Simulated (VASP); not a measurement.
# Hf (Fd-3m) in VASP: single point with PBEsol

Aim: the single point of Hf with PBEsol.

All numbers are computed with VASP 6.6.1; they aren't measurements. Logs are shortened: lines on timing, memory, paths and dates and some standing lists are left out, and cuts for length are marked.

### 1 The cell of the first run

Symmetry: Fd-3m, No. 227, cubic system. The conventional cell has a = 6.386 Å, b = 6.386 Å, c = 6.386 Å, α = 90.00°, β = 90.00°, γ = 90.00°. Within 3.6 Å of Hf (site symmetry -43m) lie 4 Hf at 2.77 Å.

### 2 Single point, PBEsol

Contents of INCAR:

```
ALGO = Normal
EDIFF = 1E-6
ENCUT = 520
GGA = PS
ISIF = 2
ISMEAR = -1
LASPH = True
LCHARG = True
LELF = True
LREAL = False
LVHAR = True
LWAVE = False
NBANDS = 17
NELM = 60
PREC = Accurate
SIGMA = 0.13605693000000002
```

Contents of KPOINTS:

```
k-points
0
Gamma
  8 8 8
```

Contents of POSCAR:

```
Hf
1.0
    0.0000000000      3.1930513284      3.1930513284
    3.1930513284      0.0000000000      3.1930513284
    3.1930513284      3.1930513284      0.0000000000
Hf
2
Direct
    0.0000000000      0.0000000000      0.0000000000
    0.2500000000      0.2500000000      0.2500000000
```

Potentials or basis: VASP PAW PBE potentials, release 64 (Hf_pv).

Run with:

```sh
> cat potpaw_PBE.64/Hf_pv/POTCAR > POTCAR
> mpirun -np 1 vasp_std > vasp.out
```

OUTCAR:

```text
EDIFF = 1E-6
   ENCUT = 520
   GGA = PS
   ISIF = 2
   ISMEAR = -1
   LASPH = True
   LREAL = False
   NELM = 60
   PREC = Accurate

 ion  position               nearest neighbor table
   1  0.000  0.000  0.000-   2 2.77   2 2.77   2 2.77   2 2.77
   2  0.250  0.250  0.250-   1 2.77   1 2.77   1 2.77   1 2.77

  LATTYP: Found a face centered cubic cell.
 ALAT       =     6.3861026568

  Lattice vectors:

 A1 = (   0.0000000000,   3.1930513284,   3.1930513284)
 A2 = (   3.1930513284,   0.0000000000,   3.1930513284)
 A3 = (   3.1930513284,   3.1930513284,   0.0000000000)

Analysis of symmetry for initial positions (statically):
=====================================================================
 Subroutine PRICEL returns:
 Original cell was already a primitive cell.

 Routine SETGRP: Setting up the symmetry group for a
 face centered cubic supercell.

 Subroutine GETGRP returns: Found 48 space group operations
 (whereof 24 operations were pure point group operations)
 out of a pool of 48 trial point group operations.

The static configuration has the point symmetry T_d .
 The point group associated with its full space group is O_h .

Analysis of symmetry for dynamics (positions and initial velocities):
=====================================================================
 Subroutine PRICEL returns:
 Original cell was already a primitive cell.

 Routine SETGRP: Setting up the symmetry group for a
 face centered cubic supercell.

 Subroutine GETGRP returns: Found 48 space group operations
 (whereof 24 operations were pure point group operations)
 out of a pool of 48 trial point group operations.

The dynamic configuration has the point symmetry T_d .
 The point group associated with its full space group is O_h .

 Subroutine INISYM returns: Found 48 space group operations
 (whereof 24 operations are pure point group operations),
 and found     1 'primitive' translations

----------------------------------------------------------------------------------------

                                     Primitive cell

  volume of cell :      65.1100

  direct lattice vectors                    reciprocal lattice vectors
     0.000000000  3.193051328  3.193051328    -0.156590029  0.156590029  0.156590029
     3.193051328  0.000000000  3.193051328     0.156590029 -0.156590029  0.156590029
     3.193051328  3.193051328  0.000000000     0.156590029  0.156590029 -0.156590029

  length of vectors
     4.515656494  4.515656494  4.515656494     0.271221886  0.271221886  0.271221886

  position of ions in fractional coordinates (direct lattice)
     0.000000000  0.000000000  0.000000000
     0.250000000  0.250000000  0.250000000

  ion indices of the primitive-cell ions
   primitive index   ion index
                 1           1
                 2           2

----------------------------------------------------------------------------------------

 KPOINTS: k-points

Automatic generation of k-mesh.
 Grid dimensions read from file:
 generate k-points for:    8    8    8

 Generating k-lattice:

  Cartesian coordinates                     Fractional coordinates (reciprocal lattice)
    -0.019573754  0.019573754  0.019573754     0.125000000  0.000000000  0.000000000
     0.019573754 -0.019573754  0.019573754     0.000000000  0.125000000  0.000000000
     0.019573754  0.019573754 -0.019573754     0.000000000  0.000000000  0.125000000

  Length of vectors
     0.033902736  0.033902736  0.033902736

  Shift w.r.t. Gamma in fractional coordinates (k-lattice)
     0.000000000  0.000000000  0.000000000

 Subroutine IBZKPT returns following result:
 ===========================================

 Found     29 irreducible k-points:

 Following reciprocal coordinates:
            Coordinates               Weight
  0.000000  0.000000  0.000000      1.000000
  0.125000  0.000000  0.000000      8.000000
  0.250000  0.000000  0.000000      8.000000
  0.375000  0.000000  0.000000      8.000000
  0.500000  0.000000  0.000000      4.000000
  0.125000  0.125000  0.000000      6.000000
[... 16 lines left out ...]
  0.500000  0.250000  0.125000     48.000000
 -0.375000  0.250000  0.125000     24.000000
 [... further k-points ...]
   k-points           NKPTS =     29   k-points in BZ     NKDIM =     29   number of bands    NBANDS=     17
   number of dos      NEDOS =    301   number of ions     NIONS =      2
   total plane-waves  NPLWV =  46656
   dimension x,y,z NGX =    36 NGY =   36 NGZ =   36
   dimension x,y,z NGXF=    72 NGYF=   72 NGZF=   72
   ions per type =               2
   NGX,Y,Z   is equivalent  to a cutoff of  13.25, 13.25, 13.25 a.u.
   NGXF,Y,Z  is equivalent  to a cutoff of  26.51, 26.51, 26.51 a.u.
 SYSTEM =  unknown system
   PREC   = accura    normal or accurate (medium, high low for compatibility)
   ISTART =      0    job   : 0-new  1-cont  2-samecut
   ICHARG =      2    charge: 1-file 2-atom 10-const
   ISPIN  =      1    spin polarized calculation?
   LNONCOLLINEAR =      F non collinear calculations
   LSORBIT =      F    spin-orbit coupling
   LASPH  =      T    aspherical Exc in radial PAW
   ENCUT  =  520.0 eV  38.22 Ry    6.18 a.u.   8.40  8.40  8.40*2*pi/ulx,y,z
   NELM   =     60;   NELMIN=  2; NELMDL= -5     # of ELM steps
   EDIFF  = 0.1E-05   stopping-criterion for ELM
   LREAL  =      F    real-space projection
   EDIFFG = 0.1E-04   stopping-criterion for IOM
   NSW    =      0    number of steps for IOM
   IBRION =     -1    ionic relax: 0-MD 1-quasi-New 2-CG
   NFREE  =      0    steps in history (QN), initial steepest desc. (CG)
   ISIF   =      2    stress and relaxation
   ISYM   =      2    0-nonsym 1-usesym 2-fastsym
   POTIM  = 0.5000    time-step for ionic-motion
   TEBEG  =    0.0;   TEEND  =   0.0 temperature during run
   PSTRESS=    0.0 pullay stress
   NELECT =      20.0000    total number of electrons
   NUPDOWN=      -1.0000    fix difference up-down
   EMIN   =  10.00;   EMAX   =-10.00  energy-range for DOS
   EFERMI =   0.00;   METHOD = LEGACY
   ISMEAR =    -1;   SIGMA  =   0.14  broadening in eV -4-tet -1-fermi 0-gaus
   EFERMI_NEDOS =   21; number of points for ismear=-14 and -15
   IALGO  =     38    algorithm
   IMIX   =      4    mixing-type and parameters
     AMIX     =   0.40;   BMIX     =  1.00
     AMIX_MAG =   1.60;   BMIX_MAG =  1.00
  volume/ion in A,a.u.               =      32.55       219.69
  Fermi-wavevector in a.u.,A,eV,Ry     =   1.104593  2.087378 16.600816  1.220126
  Thomas-Fermi vector in A             =   2.241068
   LORBIT       =      0    0 simple, 1 ext, 2 COOP (PROOUT), +10 PAW based schemes
   GGA     = PS    functional components
   LHFCALC =     F    Hartree Fock is set to
   AEXX    =    0.0000 exact exchange contribution
   IVDW    =     0    specifies the selected vdW correction
   LEPSILON=     F    determine dielectric tensor
   LRPA    =     F    only Hartree local field effects (RPA)
 non-spin polarized calculation
  energy-cutoff  :      520.00
  volume of cell :       65.11
 maximum number of plane-waves:      1807
 NGX is ok and might be reduce to    36
   NGX = 17   NGY = 17   NGZ = 17

 number of electron      19.9999999 magnetization

 Free energy of the ion-electron system (eV)
  ---------------------------------------------------
  ext. energy  EPLUGINS =         0.00000000
  ---------------------------------------------------
  free energy    TOTEN  =       -15.57012324 eV

  energy without entropy =      -15.28621898  energy(sigma->0) =      -15.42817111

 E-fermi :   1.7615     XC(G=0):  -9.4747

 val. band max:        1.7572231898   @ k =   0.5000   0.1250   0.0000
 cond. band min:       1.7852514388   @ k =   0.2500   0.0000   0.0000
 fundamental gap:      0.0280282490
 Fermi energy:         1.7614947962

 k-point     1 :       0.0000    0.0000    0.0000
  band No.  band energies     occupation
      1     -29.1488      2.00000
      2     -29.1488      2.00000
      3     -29.1488      2.00000
      4     -28.4367      2.00000
      5     -28.4367      2.00000
      6     -28.4367      2.00000
[... 9 lines left out ...]
     16       7.8185      0.00000
     17       7.8185      0.00000

 k-point     2 :       0.1250    0.0000    0.0000
  band No.  band energies     occupation
      1     -29.1613      2.00000
      2     -29.1613      2.00000
      3     -29.1471      2.00000
      4     -28.4406      2.00000
      5     -28.4235      2.00000
      6     -28.4235      2.00000
[... 9 lines left out ...]
     16       7.7525      0.00000
     17       7.7525      0.00000

 k-point     3 :       0.2500    0.0000    0.0000
  band No.  band energies     occupation
      1     -29.1896      2.00000
      2     -29.1896      2.00000
      3     -29.1435      2.00000
      4     -28.4496      2.00000
      5     -28.3934      2.00000
      6     -28.3934      2.00000
[... 9 lines left out ...]
     16       7.5168      0.00000
     17       7.5168      0.00000

 k-point     4 :       0.3750    0.0000    0.0000
  band No.  band energies     occupation
      1     -29.2159      2.00000
      2     -29.2159      2.00000
      3     -29.1406      2.00000
      4     -28.4577      2.00000
      5     -28.3654      2.00000
      6     -28.3654      2.00000
[... 9 lines left out ...]
     16       7.0594      0.00000
     17       7.0606      0.00000

 k-point     5 :       0.5000    0.0000    0.0000
  band No.  band energies     occupation
      1     -29.2263      2.00000
      2     -29.2263      2.00000
      3     -29.1395      2.00000
      4     -28.4608      2.00000
      5     -28.3542      2.00000
      6     -28.3542      2.00000
[... 9 lines left out ...]
     16       6.6378      0.00000
     17       6.7011      0.00000

 k-point     6 :       0.1250    0.1250    0.0000
  band No.  band energies     occupation
      1     -29.1758      2.00000
      2     -29.1758      2.00000
      3     -29.1232      2.00000
      4     -28.4662      2.00000
      5     -28.4083      2.00000
      6     -28.4083      2.00000
[... 9 lines left out ...]
     16       7.4374      0.00000
     17       7.9527      0.00000

 k-point     7 :       0.2500    0.1250    0.0000
  band No.  band energies     occupation
      1     -29.2056      2.00000
      2     -29.2047      2.00000
      3     -29.1009      2.00000
      4     -28.4925      2.00000
      5     -28.3777      2.00000
      6     -28.3776      2.00000
[... 9 lines left out ...]
     16       7.0306      0.00000
     17       7.9189      0.00000

 k-point     8 :       0.3750    0.1250    0.0000
  band No.  band energies     occupation
      1     -29.2404      2.00000
      2     -29.2301      2.00000
      3     -29.0830      2.00000
      4     -28.5138      2.00000
      5     -28.3505      2.00000
      6     -28.3429      2.00000
[... 9 lines left out ...]
     16       6.5814      0.00000
     17       7.5626      0.00000
[... 203 lines left out ...]
      1     -29.3056      2.00000
      2     -29.2938      2.00000
      3     -28.8794      2.00000
      4     -28.7291      2.00000
      5     -28.2825      2.00000
      6     -28.2723      2.00000
[... 9 lines left out ...]
     16       5.8380      0.00000
     17       7.1093      0.00000

 k-point    20 :      -0.3750    0.3750    0.0000
  band No.  band energies     occupation
      1     -29.3198      2.00000
      2     -29.2815      2.00000
      3     -28.8902      2.00000
      4     -28.7144      2.00000
      5     -28.2955      2.00000
      6     -28.2614      2.00000
[... 9 lines left out ...]
     16       6.2331      0.00000
     17       7.2751      0.00000

 k-point    21 :       0.5000    0.5000    0.0000
  band No.  band energies     occupation
      1     -29.3044      2.00000
      2     -29.3044      2.00000
      3     -28.8059      2.00000
      4     -28.8059      2.00000
      5     -28.2711      2.00000
      6     -28.2711      2.00000
[... 9 lines left out ...]
     16       5.5272      0.00000
     17       7.0450      0.00000

 k-point    22 :       0.3750    0.2500    0.1250
  band No.  band energies     occupation
      1     -29.2526      2.00000
      2     -29.2224      2.00000
      3     -29.0598      2.00000
      4     -28.5374      2.00000
      5     -28.3588      2.00000
      6     -28.3294      2.00000
[... 9 lines left out ...]
     16       6.3947      0.00000
     17       7.9133      0.00000

 k-point    23 :       0.5000    0.2500    0.1250
  band No.  band energies     occupation
      1     -29.2868      2.00000
      2     -29.2455      2.00000
      3     -29.0183      2.00000
      4     -28.5809      2.00000
      5     -28.3344      2.00000
      6     -28.2958      2.00000
[... 9 lines left out ...]
     16       5.8274      0.00000
     17       7.5118      0.00000

 k-point    24 :      -0.3750    0.2500    0.1250
  band No.  band energies     occupation
      1     -29.2989      2.00000
      2     -29.2563      2.00000
      3     -28.9990      2.00000
      4     -28.6007      2.00000
      5     -28.3229      2.00000
      6     -28.2843      2.00000
[... 9 lines left out ...]
     16       6.3170      0.00000
     17       6.9284      0.00000

 [... further k-points ...]
[... 5 lines left out ...]
  --------------------------------------------------------------------------------------
  -------------------------------------------------------------------------------------
  Total       -0.0984538     -0.0984538     -0.0984538      0.0000000      0.0000000      0.0000000
  in kB       -2.4226753     -2.4226753     -2.4226753      0.0000000      0.0000000      0.0000000
  external PRESSURE =      -2.4226753 kB  Pullay stress =       0.0000000 kB

 VOLUME and BASIS-vectors are now :
 -----------------------------------------------------------------------------
  energy-cutoff  :      520.00
  volume of cell :       65.11
      direct lattice vectors                 reciprocal lattice vectors
     0.000000000  3.193051328  3.193051328    -0.156590029  0.156590029  0.156590029
     3.193051328  0.000000000  3.193051328     0.156590029 -0.156590029  0.156590029
     3.193051328  3.193051328  0.000000000     0.156590029  0.156590029 -0.156590029

 POSITION                                       TOTAL-FORCE (eV/Angst)
 -----------------------------------------------------------------------------------
      0.00000      0.00000      0.00000         0.000000      0.000000      0.000000
      1.59653      1.59653      1.59653        -0.000000     -0.000000     -0.000000
 -----------------------------------------------------------------------------------
    total drift:                                0.000000      0.000000      0.000000

  FREE ENERGIE OF THE ION-ELECTRON SYSTEM (eV)
  ---------------------------------------------------
  free  energy   TOTEN  =       -15.5701232364 eV

  energy  without entropy=      -15.2862189813  energy(sigma->0) =      -15.42817111
```

It took 28 s on 1 thread of Intel Xeon Platinum 8259CL at 2.50GHz (Skylake/Cascade Lake), shared host; peak memory 0.21 GiB.

What came out:

* Free energy: -15.5701 eV
* Pressure: -0.2 GPa
* Band gap on the k mesh: zero (band 10 reaches 2.06 eV, above the bottom of band 11 at 1.48 eV)

Caveat: the PAW data sets were made with another functional, which shifts forces and pressure a little; spin-orbit coupling is left out, which moves the levels of the heavy elements.
